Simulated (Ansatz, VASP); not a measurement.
## LiF in VASP and in Ansatz

File POSCAR:

```
LiF
1.0
    0.0000000000      2.0140000000      2.0140000000
    2.0140000000      0.0000000000      2.0140000000
    2.0140000000      2.0140000000      0.0000000000
Li F
1 1
Direct
    0.0000000000      0.0000000000      0.0000000000
    0.5620655412      0.5620655412      0.4379344588
```

Contents of INCAR.step1:

```
SYSTEM = LiF
ALGO = Normal
EDIFF = 1E-4
ENCUT = 520
GGA = PE
ISMEAR = 0
LASPH = .TRUE.
LCHARG = .FALSE.
LREAL = .FALSE.
LWAVE = .TRUE.
NBANDS = 12
NELM = 60
PREC = Accurate
SIGMA = 0.05
```

File INCAR.step2:

```
SYSTEM = LiF
ALGO = Normal
EDIFF = 1E-7
ENCUT = 520
ISIF = 2
ISMEAR = 0
ISTART = 1
LASPH = .TRUE.
LCHARG = .TRUE.
LELF = .TRUE.
LMIXTAU = .TRUE.
LREAL = .FALSE.
LVHAR = .TRUE.
LWAVE = .FALSE.
METAGGA = R2SCAN
NBANDS = 12
NELM = 60
PREC = Accurate
SIGMA = 0.05
```

KPOINTS

```
k-points
0
G
  10 10 10
  0 0 0
```

Input for Ansatz:

```yaml
crystal:
  lattice:
    - [0.0, 2.014, 2.014]
    - [2.014, 0.0, 2.014]
    - [2.014, 2.014, 0.0]
  atoms:
    - { symbol: Li, position: [0.0, 0.0, 0.0] }
    - { symbol: F, position: [0.5620655412, 0.5620655412, 0.4379344588] }
basis:
  ecutwfc: 500
kpoints:
  mp_grid: { grid: [10, 10, 10] }
hamiltonian:
  xc: r2scan
scf:
  occupations: { method: gaussian, width: 0.05 }
output:
  forces: true
  stress: true
  eigenvalues: true
```

Change from the starting cell: all F atoms moved -0.250 Å, as atom 2 towards its neighbour atom 1 (Li) at 2.014 Å.

Alike in both runs: task single point; functional r2SCAN; k mesh 10 × 10 × 10; occupations gaussian, width 0.05 eV; no spin polarisation.

|  | VASP | Ansatz |
| --- | --- | --- |
| version | VASP 6.6.1 | Ansatz 0.2.0 |
| potentials or method | VASP PAW PBE potentials, release 64 (Li_sv, F), cutoff 520 eV | scalar-relativistic, plane waves, PAW |
| valence electrons in the cell | 10 | 10 |

```csv
,VASP,Ansatz,Ansatz less VASP
gap on the k mesh at the Fermi level (eV),10.13,9.96,-0.176
least direct gap on the mesh (eV),10.13,9.96,-0.176
rms of the force components (eV/Å),0.411,0.393,-0.0179
```

VASP's potentials were made for PBE, not for r2SCAN. Atom by atom the forces differ by 0.018 eV/Å (rms over components). The functional is the same, so the differences come from potentials, cutoffs and numerics.

Noted on VASP's run: the cutoff is short for stress, so the pressure is rough.
